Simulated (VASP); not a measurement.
# MoF2 (P4/mmm) in VASP: single point with PBE

Aim: the single point of MoF2 with PBE.

Program: VASP 6.6.1. These are calculated values, not measurements. Logs are shortened: lines on timing, memory, paths and dates and some standing lists are left out, and cuts for length are marked.

### 1 The cell of the first run

The structure is tetragonal, space group P4/mmm (No. 123). Conventional cell: a = 4.080 Å, b = 4.080 Å, c = 4.080 Å, α = 90.00°, β = 90.00°, γ = 90.00°. Mo (site symmetry 4/mmm) has 4 F at 2.04 Å within 2.7 Å. Within 2.7 Å of F (site symmetry mmm) lie 2 Mo at 2.04 Å.

### 2 Single point, PBE, collinear spin (atoms taken out)

Input file INCAR:

```
PREC     = Accurate       # precision mode
ENCUT    = 520            # plane-wave cutoff, eV
EDIFF    = 1E-6           # SCF threshold, eV
ISMEAR   = 0              # smearing method
SIGMA    = 0.1            # smearing width, eV
LREAL    = False          # projectors in reciprocal space
LASPH    = True           # aspherical terms in the spheres
NELM     = 150            # most SCF steps
ALGO     = Normal         # electronic algorithm
ISIF     = 2              # what is computed and relaxed
LWAVE    = False          # write WAVECAR
LCHARG   = False          # write CHGCAR
ISPIN    = 2              # spin polarisation
MAGMOM   = 1 0 0          # initial moments
LORBIT   = 11             # projections on sites
LMAXMIX  = 4              # l up to which the mixer works
GGA      = PE             # functional
NBANDS   = 25             # bands
```

Input file KPOINTS:

```
Automatic mesh
0
Gamma
  4 4 4
```

Input file POSCAR:

```
MoF2
1.0
    4.0800000000      0.0000000000      0.0000000000
    0.0000000000      4.0800000000      0.0000000000
    0.0000000000      0.0000000000      4.0800000000
Mo F
1 2
Direct
    0.0000000000      0.0000000000      0.0000000000
    0.5000000000      0.0000000000      0.0000000000
    0.0000000000      0.5000000000      0.0000000000
```

Potentials or basis: VASP PAW PBE potentials, release 64 (Mo_sv, F).

Started as:

```
> cat potpaw_PBE.64/Mo_sv/POTCAR potpaw_PBE.64/F/POTCAR > POTCAR
> mpirun -np 1 vasp_std > vasp.out
```

OUTCAR:

```text
PREC = Accurate
   ENCUT = 520
   EDIFF = 1E-6
   ISMEAR = 0
   LREAL = False
   LASPH = True
   NELM = 150
   ISIF = 2
   ISPIN = 2
   LORBIT = 11
   GGA = PE

 ion  position               nearest neighbor table
   1  0.000  0.000  0.000-   2 2.04   3 2.04   3 2.04   2 2.04
   2  0.500  0.000  0.000-   1 2.04   1 2.04
   3  0.000  0.500  0.000-   1 2.04   1 2.04

  LATTYP: Found a simple cubic cell.
 ALAT       =     4.0800000000

  Lattice vectors:

 A1 = (   4.0800000000,   0.0000000000,   0.0000000000)
 A2 = (   0.0000000000,   4.0800000000,   0.0000000000)
 A3 = (   0.0000000000,   0.0000000000,   4.0800000000)

Analysis of symmetry for initial positions (statically):
=====================================================================
 Subroutine PRICEL returns:
 Original cell was already a primitive cell.

 Routine SETGRP: Setting up the symmetry group for a
 simple cubic supercell.

 Subroutine GETGRP returns: Found 16 space group operations
 (whereof 16 operations were pure point group operations)
 out of a pool of 48 trial point group operations.

The static configuration has the point symmetry D_4h.

Analysis of symmetry for dynamics (positions and initial velocities):
=====================================================================
 Subroutine PRICEL returns:
 Original cell was already a primitive cell.

 Routine SETGRP: Setting up the symmetry group for a
 simple cubic supercell.

 Subroutine GETGRP returns: Found 16 space group operations
 (whereof 16 operations were pure point group operations)
 out of a pool of 48 trial point group operations.

The dynamic configuration has the point symmetry D_4h.

Analysis of structural, dynamic, and magnetic symmetry:
=====================================================================
 Subroutine PRICEL returns:
 Original cell was already a primitive cell.

 Routine SETGRP: Setting up the symmetry group for a
 simple cubic supercell.

 Subroutine GETGRP returns: Found 16 space group operations
 (whereof 16 operations were pure point group operations)
 out of a pool of 48 trial point group operations.

The overall configuration has the point symmetry D_4h.

 Subroutine INISYM returns: Found 16 space group operations
 (whereof 16 operations are pure point group operations),
 and found     1 'primitive' translations

----------------------------------------------------------------------------------------

                                     Primitive cell

  volume of cell :      67.9173

  direct lattice vectors                    reciprocal lattice vectors
     4.080000000  0.000000000  0.000000000     0.245098039  0.000000000  0.000000000
     0.000000000  4.080000000  0.000000000     0.000000000  0.245098039  0.000000000
     0.000000000  0.000000000  4.080000000     0.000000000  0.000000000  0.245098039

  length of vectors
     4.080000000  4.080000000  4.080000000     0.245098039  0.245098039  0.245098039

  position of ions in fractional coordinates (direct lattice)
     0.000000000  0.000000000  0.000000000
     0.500000000  0.000000000  0.000000000
     0.000000000  0.500000000  0.000000000

  ion indices of the primitive-cell ions
   primitive index   ion index
                 1           1
                 2           2
                 3           3

----------------------------------------------------------------------------------------

 KPOINTS: Automatic mesh

Automatic generation of k-mesh.
 Grid dimensions read from file:
 generate k-points for:    4    4    4

 Generating k-lattice:

  Cartesian coordinates                     Fractional coordinates (reciprocal lattice)
     0.061274510  0.000000000  0.000000000     0.250000000  0.000000000  0.000000000
     0.000000000  0.061274510  0.000000000     0.000000000  0.250000000  0.000000000
     0.000000000  0.000000000  0.061274510     0.000000000  0.000000000  0.250000000

  Length of vectors
     0.061274510  0.061274510  0.061274510

  Shift w.r.t. Gamma in fractional coordinates (k-lattice)
     0.000000000  0.000000000  0.000000000

 Subroutine IBZKPT returns following result:
 ===========================================

 Found     18 irreducible k-points:

 Following reciprocal coordinates:
            Coordinates               Weight
  0.000000  0.000000  0.000000      1.000000
  0.250000  0.000000  0.000000      4.000000
  0.000000  0.000000  0.250000      2.000000
  0.500000  0.000000  0.000000      2.000000
  0.000000  0.000000  0.500000      1.000000
  0.250000  0.250000  0.000000      4.000000
[... 10 lines left out ...]
  0.250000  0.500000  0.500000      4.000000
  0.500000  0.500000  0.500000      1.000000
   k-points           NKPTS =     18   k-points in BZ     NKDIM =     18   number of bands    NBANDS=     25
   number of dos      NEDOS =    301   number of ions     NIONS =      3
   total plane-waves  NPLWV =  27000
   dimension x,y,z NGX =    30 NGY =   30 NGZ =   30
   dimension x,y,z NGXF=    60 NGYF=   60 NGZF=   60
   ions per type =               1   2
   NGX,Y,Z   is equivalent  to a cutoff of  12.22, 12.22, 12.22 a.u.
   NGXF,Y,Z  is equivalent  to a cutoff of  24.45, 24.45, 24.45 a.u.
 SYSTEM =  unknown system
   PREC   = accura    normal or accurate (medium, high low for compatibility)
   ISTART =      0    job   : 0-new  1-cont  2-samecut
   ICHARG =      2    charge: 1-file 2-atom 10-const
   ISPIN  =      2    spin polarized calculation?
   LNONCOLLINEAR =      F non collinear calculations
   LSORBIT =      F    spin-orbit coupling
   LASPH  =      T    aspherical Exc in radial PAW
   ENCUT  =  520.0 eV  38.22 Ry    6.18 a.u.   7.59  7.59  7.59*2*pi/ulx,y,z
   NELM   =    150;   NELMIN=  2; NELMDL= -5     # of ELM steps
   EDIFF  = 0.1E-05   stopping-criterion for ELM
   LREAL  =      F    real-space projection
   EDIFFG = 0.1E-04   stopping-criterion for IOM
   NSW    =      0    number of steps for IOM
   IBRION =     -1    ionic relax: 0-MD 1-quasi-New 2-CG
   NFREE  =      0    steps in history (QN), initial steepest desc. (CG)
   ISIF   =      2    stress and relaxation
   ISYM   =      2    0-nonsym 1-usesym 2-fastsym
   POTIM  = 0.5000    time-step for ionic-motion
   TEBEG  =    0.0;   TEEND  =   0.0 temperature during run
   PSTRESS=    0.0 pullay stress
   NELECT =      28.0000    total number of electrons
   NUPDOWN=      -1.0000    fix difference up-down
   EMIN   =  10.00;   EMAX   =-10.00  energy-range for DOS
   EFERMI =   0.00;   METHOD = LEGACY
   ISMEAR =     0;   SIGMA  =   0.10  broadening in eV -4-tet -1-fermi 0-gaus
   EFERMI_NEDOS =   21; number of points for ismear=-14 and -15
   IALGO  =     38    algorithm
   IMIX   =      4    mixing-type and parameters
     AMIX     =   0.40;   BMIX     =  1.00
     AMIX_MAG =   1.60;   BMIX_MAG =  1.00
  volume/ion in A,a.u.               =      22.64       152.78
  Fermi-wavevector in a.u.,A,eV,Ry     =   1.218430  2.302499 20.198833  1.484572
  Thomas-Fermi vector in A             =   2.353717
   LORBIT       =     11    0 simple, 1 ext, 2 COOP (PROOUT), +10 PAW based schemes
   GGA     = PE    functional components
   LHFCALC =     F    Hartree Fock is set to
   AEXX    =    0.0000 exact exchange contribution
   IVDW    =     0    specifies the selected vdW correction
   LEPSILON=     F    determine dielectric tensor
   LRPA    =     F    only Hartree local field effects (RPA)
 spin polarized calculation
 Gauss-broadening in eV      SIGMA  =   0.10
  energy-cutoff  :      520.00
  volume of cell :       67.92
 maximum number of plane-waves:      1856
   NGX = 15   NGY = 15   NGZ = 15

 number of electron      27.9999977 magnetization       3.7090828

 Free energy of the ion-electron system (eV)
  ---------------------------------------------------
  ext. energy  EPLUGINS =         0.00000000
  ---------------------------------------------------
  free energy    TOTEN  =       -18.52952779 eV

  energy without entropy =      -18.52092487  energy(sigma->0) =      -18.52522633

 E-fermi :   2.0400     XC(G=0):  -7.5735

 val. band max:        2.0162701154   @ k =   0.2500   0.5000   0.5000
 cond. band min:       2.0497976495   @ k =   0.5000   0.0000   0.0000
 fundamental gap:      0.0335275341
 Fermi energy:         2.0400391493

 spin component 1

 k-point     1 :       0.0000    0.0000    0.0000
  band No.  band energies     occupation
      1     -60.3466      1.00000
      2     -34.6874      1.00000
      3     -34.6873      1.00000
      4     -34.3615      1.00000
      5     -23.4709      1.00000
      6     -23.3162      1.00000
[... 17 lines left out ...]
     24      13.1229      0.00000
     25      18.6113      0.00000
[... 452 lines left out ...]
      2     -34.7952      1.00000
      3     -34.7951      1.00000
      4     -34.3682      1.00000
      5     -22.8531      1.00000
      6     -22.8531      1.00000
[... 17 lines left out ...]
     24      11.1659      0.00000
     25      11.9424      0.00000
 Fermi energy:         2.0400391493

 spin component 2

 k-point     1 :       0.0000    0.0000    0.0000
  band No.  band energies     occupation
      1     -58.3220      1.00000
      2     -32.6131      1.00000
      3     -32.6131      1.00000
      4     -31.8212      1.00000
      5     -23.3181      1.00000
      6     -23.1689      1.00000
[... 17 lines left out ...]
     24      13.5216      0.00000
     25      19.6091      0.00000
[... 453 lines left out ...]
      3     -32.7650      1.00000
      4     -31.8271      1.00000
      5     -22.6537      1.00000
      6     -22.6537      1.00000
[... 17 lines left out ...]
     24      12.0983      0.00000
     25      12.4938      0.00000

------------------------ aborting loop because EDIFF is reached ----------------------------------------

  FORCE on cell =-STRESS in cart. coord.  units (eV):
  Direction    XX          YY          ZZ          XY          YZ          ZX
  --------------------------------------------------------------------------------------
  -------------------------------------------------------------------------------------
  Total        1.6676564      1.6676564     -0.4543988      0.0000000      0.0000000      0.0000000
  in kB       39.3402087     39.3402087    -10.7193211      0.0000000      0.0000000      0.0000000
  external PRESSURE =      22.6536988 kB  Pullay stress =       0.0000000 kB

 VOLUME and BASIS-vectors are now :
 -----------------------------------------------------------------------------
  energy-cutoff  :      520.00
  volume of cell :       67.92
      direct lattice vectors                 reciprocal lattice vectors
     4.080000000  0.000000000  0.000000000     0.245098039  0.000000000  0.000000000
     0.000000000  4.080000000  0.000000000     0.000000000  0.245098039  0.000000000
     0.000000000  0.000000000  4.080000000     0.000000000  0.000000000  0.245098039

 POSITION                                       TOTAL-FORCE (eV/Angst)
 -----------------------------------------------------------------------------------
      0.00000      0.00000      0.00000         0.000000      0.000000      0.000000
      2.04000      0.00000      0.00000         0.000000      0.000000      0.000000
      0.00000      2.04000      0.00000         0.000000      0.000000      0.000000
 -----------------------------------------------------------------------------------
    total drift:                                0.000000      0.000000      0.000000

  FREE ENERGIE OF THE ION-ELECTRON SYSTEM (eV)
  ---------------------------------------------------
  free  energy   TOTEN  =       -18.5295277892 eV

  energy  without entropy=      -18.5209248749  energy(sigma->0) =      -18.52522633

 total charge

# of ion       s       p       d       tot
------------------------------------------
    1        2.213   6.084   3.805  12.102
    2        1.732   4.378   0.000   6.110
    3        1.732   4.378   0.000   6.110
--------------------------------------------------
tot          5.677  14.840   3.805  24.322

 magnetization (x)

# of ion       s       p       d       tot
------------------------------------------
    1        0.075   0.020   2.949   3.044
    2       -0.001   0.066   0.000   0.065
    3       -0.001   0.066   0.000   0.065
--------------------------------------------------
tot          0.074   0.151   2.949   3.173
```

Wall time 1.7 min (1 thread of AMD EPYC 7R13, shared host); peak memory 0.18 GiB.

Results:

| Property | Result |
| --- | --- |
| Free energy | -18.5295 eV |
| Pressure | 2.3 GPa |
| Net moment | 3.71 μB per cell |
| Site moments | Mo +3.04; F +0.07 μB |
| Valence electrons inside the program's atomic spheres | Mo 12.10; F 6.11 |

Stress tensor (GPa, compression positive):
```
 3.93  0.00  0.00
 0.00  3.93  0.00
 0.00  0.00 -1.07
```

Levels at points of the mesh, in eV from the Fermi level:
Spin up:
```csv
k point,band 13,band 14,band 15,band 16,band 17,band 18,band 19,band 20
"(0.00, 0.00, 0.00)",-2.56,-1.68,-1.41,-1.41,0.85,1.68,8.59,8.64
"(0.50, 0.00, 0.00)",-2.23,-1.38,-0.44,-0.21,1.69,3.57,5.22,9.30
"(0.00, 0.00, 0.50)",-1.71,-1.71,-1.65,-0.54,0.87,1.95,3.76,9.81
"(0.50, 0.50, 0.00)",-1.96,-0.19,-0.19,0.40,4.71,5.01,5.01,6.60
"(0.00, 0.50, 0.50)",-1.66,-0.45,-0.42,-0.40,2.23,2.58,6.07,7.19
"(0.50, 0.50, 0.50)",-0.39,-0.39,-0.08,0.42,2.92,4.72,6.52,8.37
```
Spin down:
```csv
k point,band 10,band 11,band 12,band 13,band 14,band 15
"(0.00, 0.00, 0.00)",-5.94,-5.94,-5.86,-0.57,0.86,1.38
"(0.50, 0.00, 0.00)",-6.41,-6.24,-6.04,0.01,1.42,1.91
"(0.00, 0.00, 0.50)",-5.96,-5.93,-5.93,0.89,1.00,1.00
"(0.50, 0.50, 0.00)",-6.39,-6.39,-5.34,0.40,2.45,2.45
"(0.00, 0.50, 0.50)",-6.45,-6.23,-6.21,1.08,1.93,1.94
"(0.50, 0.50, 0.50)",-6.58,-6.58,-5.34,2.10,2.10,2.47
```

Caveat: the k points lie up to 0.38 Å⁻¹ apart; the cell differs from its parent crystal (atoms taken out).
